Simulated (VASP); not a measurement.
# TiO2 (P4_2/mnm) in VASP: settings compared, part 2 of 2

VASP 6.6.1.

### 5 Single point, LDA

This run uses another cell than the first one, of 10.23 Å³/atom.

INCAR

```
PREC = Accurate
ENCUT = 520
EDIFF = 1E-7
ISMEAR = -1
SIGMA = 0.05
LREAL = F
LASPH = T
NELM = 80
ALGO = Normal
ISIF = 2
LWAVE = F
LCHARG = F
GGA = CA
NBANDS = 33
```

KPOINTS

```
regular mesh
0
Gamma
  6 6 9
```

POSCAR

```
TiO2
1.0
    4.5689650023      0.0000000000      0.0000000000
    0.0000000000      4.5689650023      0.0000000000
    0.0000000000      0.0000000000      2.9393524679
Ti O
2 4
Direct
    0.0000000000      0.0000000000      0.5000000000
    0.5000000000      0.5000000000      0.0000000000
    0.3043213200      0.3043213200      0.5000000000
    0.1956786800      0.8043213200      0.0000000000
    0.8043213200      0.1956786800      0.0000000000
    0.6956786800      0.6956786800      0.5000000000
```

Potentials or basis: VASP PAW LDA potentials, release 64 (Ti_sv, O).

Launch:

```console
$ cat potpaw_LDA.64/Ti_sv/POTCAR potpaw_LDA.64/O/POTCAR > POTCAR
$ mpirun -np 1 vasp_std > vasp.out
```

OUTCAR:

```text
PREC = Accurate
   ENCUT = 520
   EDIFF = 1E-7
   ISMEAR = -1
   LREAL = F
   LASPH = T
   NELM = 80
   ISIF = 2
   GGA = CA

 ion  position               nearest neighbor table
   1  0.000  0.000  0.500-   4 1.94   5 1.94   4 1.94   5 1.94   3 1.97   6 1.97
   2  0.500  0.500  0.000-   3 1.94   6 1.94   3 1.94   6 1.94   5 1.97   4 1.97
   3  0.304  0.304  0.500-   2 1.94   2 1.94   1 1.97
   4  0.196  0.804  0.000-   1 1.94   1 1.94   2 1.97
   5  0.804  0.196  0.000-   1 1.94   1 1.94   2 1.97
   6  0.696  0.696  0.500-   2 1.94   2 1.94   1 1.97

  LATTYP: Found a simple tetragonal cell.
 ALAT       =     4.5689650023
 C/A-ratio  =     0.6433300466

  Lattice vectors:

 A1 = (   4.5689650023,   0.0000000000,   0.0000000000)
 A2 = (   0.0000000000,   4.5689650023,   0.0000000000)
 A3 = (   0.0000000000,   0.0000000000,   2.9393524679)

Analysis of symmetry for initial positions (statically):
=====================================================================
 Subroutine PRICEL returns:
[... 177 lines left out ...]
  free energy    TOTEN  =       -58.77267487 eV

  energy without entropy =      -58.77267487  energy(sigma->0) =      -58.77267487

 E-fermi :   5.6184     XC(G=0): -12.0841

 val. band max:        4.7448651595   @ k =   0.0000   0.0000   0.0000
 cond. band min:       6.5438709894   @ k =   0.0000   0.0000   0.0000
 fundamental gap:      1.7990058299
 Fermi energy:         5.6183984173

 k-point     1 :       0.0000    0.0000    0.0000
  band No.  band energies     occupation
      1     -51.3923      2.00000
      2     -51.3719      2.00000
      3     -28.1197      2.00000
      4     -28.1197      2.00000
      5     -27.9367      2.00000
      6     -27.9367      2.00000
[... 853 lines left out ...]
     32      10.1239      0.00000
     33      11.4517      0.00000

 [... further k-points ...]
[... 5 lines left out ...]
  --------------------------------------------------------------------------------------
  -------------------------------------------------------------------------------------
  Total       -0.9860976     -0.9860976     -1.5394849      0.0000000      0.0000000      0.0000000
  in kB      -25.7479784    -25.7479784    -40.1974675      0.0000000      0.0000000      0.0000000
  external PRESSURE =     -30.5644747 kB  Pullay stress =       0.0000000 kB

 VOLUME and BASIS-vectors are now :
 -----------------------------------------------------------------------------
  energy-cutoff  :      520.00
  volume of cell :       61.36
      direct lattice vectors                 reciprocal lattice vectors
     4.568965002  0.000000000  0.000000000     0.218867949  0.000000000  0.000000000
     0.000000000  4.568965002  0.000000000     0.000000000  0.218867949  0.000000000
     0.000000000  0.000000000  2.939352468     0.000000000  0.000000000  0.340210986

 POSITION                                       TOTAL-FORCE (eV/Angst)
 -----------------------------------------------------------------------------------
      0.00000      0.00000      1.46968         0.000000     -0.000000     -0.000000
      2.28448      2.28448      0.00000         0.000000     -0.000000     -0.000000
      1.39043      1.39043      1.46968         0.000221      0.000221      0.000000
      0.89405      3.67492      0.00000        -0.000221      0.000221     -0.000000
      3.67492      0.89405      0.00000         0.000221     -0.000221     -0.000000
      3.17853      3.17853      1.46968        -0.000221     -0.000221     -0.000000
 -----------------------------------------------------------------------------------
    total drift:                                0.000000      0.000000      0.000000

  FREE ENERGIE OF THE ION-ELECTRON SYSTEM (eV)
  ---------------------------------------------------
  free  energy   TOTEN  =       -58.7726748744 eV

  energy  without entropy=      -58.7726748737  energy(sigma->0) =      -58.77267487
```

OSZICAR:

```text
N       E                     dE             d eps       ncg     rms          rms(c)
DAV:   1     0.650391185403E+03    0.65039E+03   -0.24511E+04  3300   0.173E+03
DAV:   2     0.234979886967E+02   -0.62689E+03   -0.58308E+03  3536   0.517E+02
DAV:   3    -0.696681878507E+02   -0.93166E+02   -0.91302E+02  4480   0.189E+02
DAV:   4    -0.754420918075E+02   -0.57739E+01   -0.57621E+01  4838   0.439E+01
DAV:   5    -0.756816389760E+02   -0.23955E+00   -0.23953E+00  4305   0.713E+00    0.314E+01
DAV:   6    -0.593209914940E+02    0.16361E+02   -0.73119E+01  4310   0.883E+01    0.111E+01
DAV:   7    -0.591300352589E+02    0.19096E+00   -0.13543E+01  4141   0.333E+01    0.942E+00
DAV:   8    -0.589459257339E+02    0.18411E+00   -0.47399E-01  4092   0.578E+00    0.704E+00
DAV:   9    -0.588623934455E+02    0.83532E-01   -0.91405E-01  4293   0.113E+01    0.273E+00
DAV:  10    -0.587862142508E+02    0.76179E-01   -0.49103E-01  4147   0.688E+00    0.103E+00
DAV:  11    -0.587734151749E+02    0.12799E-01   -0.39950E-02  4114   0.143E+00    0.423E-01
DAV:  12    -0.587732925185E+02    0.12266E-03   -0.63535E-03  3609   0.882E-01    0.196E-01
DAV:  13    -0.587727466546E+02    0.54586E-03   -0.10798E-03  4344   0.325E-01    0.602E-02
DAV:  14    -0.587726949233E+02    0.51731E-04   -0.10191E-04  4267   0.113E-01    0.391E-02
DAV:  15    -0.587726746157E+02    0.20308E-04   -0.96330E-05  4894   0.803E-02    0.468E-03
DAV:  16    -0.587726749247E+02   -0.30906E-06   -0.77929E-06  3700   0.194E-02    0.351E-03
DAV:  17    -0.587726748744E+02    0.50314E-07   -0.27579E-07  3361   0.449E-03
   1 F= -.58772675E+02 E0= -.58772675E+02  d E =-.771196E-09
```

stdout:

```text
POSCAR found type information on POSCAR TiO
 POSCAR found :  2 types and       6 ions
 scaLAPACK will be used
 LDA part: xc-table for (Slater(with rela. corr.)+CA(PZ))
 , standard interpolation
 POSCAR, INCAR and KPOINTS ok, starting setup
 FFT: planning ... GRIDC
 FFT: planning ... GRID_SOFT
 FFT: planning ... GRID
 WAVECAR not read
 entering main loop
```

Wall time 2.4 min (1 thread of Intel Xeon 8259CL, shared host); peak memory 0.2 GiB.

Results:

```yaml
Free_energy: -58.7727 eV
Pressure: -3.1 GPa
Band_gap_on_the_k_mesh: 1.80 eV
```

Levels at points of the mesh, in eV from the valence-band top:
```csv
k point,band 22,band 23,band 24,band 25,band 26,band 27
"(0.00, 0.00, 0.00)",-0.47,-0.47,0.00,1.80,2.09,2.36
"(0.50, 0.00, 0.00)",-1.69,-0.77,-0.77,2.50,2.50,3.03
"(0.50, 0.50, 0.00)",-1.32,-1.10,-1.10,1.84,1.84,2.49
```

Caveat: the cell stands under tension. A k mesh can miss the band edges.

### 6 Single point, BLYP

This run uses another cell than the first one, of 10.64 Å³/atom.

INCAR

```
SYSTEM = TiO2
AGGAC    = 1.0          
AGGAX    = 1.0          
ALDAC    = 0.0          
ALDAX    = 1.0          
ALGO     = Normal         ! electronic algorithm
EDIFF    = 1E-6           ! SCF threshold, eV
ENCUT    = 520            ! plane-wave cutoff, eV
GGA      = B5             ! functional
ISIF     = 2              ! what is computed and relaxed
ISMEAR   = -1             ! smearing method
LASPH    = .True.         ! aspherical terms in the spheres
LCHARG   = .True.         ! write CHGCAR
LELF     = .True.         ! ELF
LREAL    = .False.        ! projectors in reciprocal space
LVHAR    = .True.       
LWAVE    = .False.        ! write WAVECAR
NBANDS   = 33             ! bands
NELM     = 60             ! most SCF steps
PREC     = Accurate       ! precision mode
SIGMA    = 0.05           ! smearing width, eV
```

KPOINTS

```
k-points
0
Gamma
  6 6 9
  0 0 0
```

POSCAR: that of step 5 with these lines changed.

```diff
@@ -2,5 +2,5 @@
 1.0
-    4.5689650023      0.0000000000      0.0000000000
-    0.0000000000      4.5689650023      0.0000000000
-    0.0000000000      0.0000000000      2.9393524679
+    4.6303007105      0.0000000000      0.0000000000
+    0.0000000000      4.6303007105      0.0000000000
+    0.0000000000      0.0000000000      2.9788115719
 Ti O
```

Potentials or basis: VASP PAW PBE potentials, release 64 (Ti_sv, O).

Launch:

```console
$ cat potpaw_PBE.64/Ti_sv/POTCAR potpaw_PBE.64/O/POTCAR > POTCAR
$ mpirun -np 1 vasp_std > vasp.out
```

Run time: 3.1 min. Hardware: 1 thread of Intel Xeon 8259CL, shared host; peak memory 0.22 GiB.

Results (log left out):

```yaml
Free_energy: -51.5027 eV
Pressure: 6.0 GPa
Largest_force: 0.008 eV/Å
Band_gap_on_the_k_mesh: 1.78 eV
```

Forces on the atoms (eV/Å):
```
Ti   0.000  0.000  0.000
Ti   0.000  0.000  0.000
O   -0.006 -0.006  0.000
O    0.006 -0.006  0.000
O   -0.006  0.006  0.000
O    0.006  0.006  0.000
```

Stress tensor (GPa, compression positive):
```
6.16 0.00 0.00
0.00 6.16 0.00
0.00 0.00 5.67
```

Levels at points of the mesh, in eV from the valence-band top:
```csv
k point,band 21,band 22,band 23,band 24,band 25,band 26,band 27,band 28
"(0.00, 0.00, 0.00)",-0.71,-0.45,-0.45,0.00,1.78,2.07,2.28,2.38
"(0.50, 0.00, 0.00)",-1.62,-1.62,-0.71,-0.71,2.42,2.42,2.88,2.88
"(0.50, 0.50, 0.00)",-1.29,-1.29,-1.06,-1.06,1.82,1.82,2.40,2.40
```

Caveat: the cell stands under pressure; the PAW data sets were made with another functional, which shifts forces and pressure a little. A k mesh can miss the band edges.

### 7 Overview

```csv
level,potentials or basis,cell,gap on the mesh (eV),pressure (GPa),largest force (eV/Å)
LDA,"VASP PAW LDA potentials, release 64 (Ti_sv, O)","a = 4.538, b = 4.538, c = 2.919 Å, 6 atoms, atomic positions A",1.85,2.3,0.10
PBEsol+D3(BJ),"VASP PAW PBE potentials, release 64 (Ti_sv, O)","a = 4.564, b = 4.564, c = 2.930 Å, 6 atoms, atomic positions B",1.85,0.7,0.02
BLYP,"VASP PAW PBE potentials, release 64 (Ti_sv, O)","a = 4.569, b = 4.569, c = 2.939 Å, 6 atoms, atomic positions A",1.88,16.5,0.20
LDA,"VASP PAW LDA potentials, release 64 (Ti_sv, O)","a = 4.569, b = 4.569, c = 2.939 Å, 6 atoms, atomic positions A",1.80,-3.1,-
BLYP,"VASP PAW PBE potentials, release 64 (Ti_sv, O)","a = 4.630, b = 4.630, c = 2.979 Å, 6 atoms, atomic positions A",1.78,6.0,0.01
```

Alike in all rows: task single point; no spin polarisation; k mesh 6 × 6 × 9; cutoff (eV) 520; smearing fermi-dirac 0.05 eV.

Caveats: the PAW data sets were made with another functional, which shifts forces and pressure a little (at least some runs); the cell stands under pressure (at least some runs); the cell stands under tension (at least some runs).

Absolute energies hang on the potentials; compare differences alone.
